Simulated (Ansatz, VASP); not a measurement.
**KSc2: VASP beside Ansatz**

```
K Sc
1.0
     6.06519    0.00000    0.00000
     0.00000    6.06519    0.00000
     0.00000    0.00000    6.00957
K Sc
2 4
Direct
  0.00000 0.00000 0.00000
  0.50000 0.50000 0.50000
  0.33494 0.33494 0.00000
  0.16506 0.83494 0.50000
  0.66506 0.66506 0.00000
  0.83494 0.16506 0.50000
```

Alike in both runs: functional PBE; k mesh 6 × 6 × 10; occupations gaussian, width 0.1 eV; no spin polarisation.

Ansatz relaxed the structure, and its values are those at the end. VASP's run is a single point on that final structure, the one shown.

```csv
,VASP,Ansatz
version,VASP 6.6.1,Ansatz 0.2.0
potentials or method,"VASP PAW PBE potentials, release 64 (K_sv, Sc_sv), cutoff 520 eV","scalar-relativistic, plane waves, PAW"
valence electrons in the cell,62,62
```

|  | VASP | Ansatz | Ansatz less VASP |
| --- | --- | --- | --- |
| gap on the k mesh at the Fermi level (eV) | none | none | - |
| pressure (GPa) | 0.1 | 0.0 | -0.06 |

A gap of «none» marks a metal or a gap that the smearing closes. The functional is the same, so the differences come from potentials, cutoffs and numerics.
